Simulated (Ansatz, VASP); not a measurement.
**LiCl: VASP beside Ansatz**

```
Li Cl
1.0
     0.00000    2.62564    2.62564
     2.62564    0.00000    2.62564
     2.62564    2.62564    0.00000
Li Cl
1 1
Direct
  0.00000 0.00000 0.00000
  0.50000 0.50000 0.50000
```

Alike in both runs: task single point; functional PBE; k mesh 8 × 8 × 8; occupations gaussian, width 0.02 eV; no spin polarisation.

|  | VASP | Ansatz |
| --- | --- | --- |
| version | VASP 6.6.1 | Ansatz 0.2.0 |
| potentials or method | VASP PAW PBE potentials, release 64 (Li_sv, Cl), cutoff 520 eV | scalar-relativistic, plane waves, PAW |
| valence electrons in the cell | 10 | 10 |

```csv
,VASP,Ansatz,Ansatz less VASP
gap on the k mesh at the Fermi level (eV),5.96,5.95,-0.011
least direct gap on the mesh (eV),5.96,5.95,-0.011
```

Noted on VASP's run: the cutoff is short for stress, so the pressure is rough.
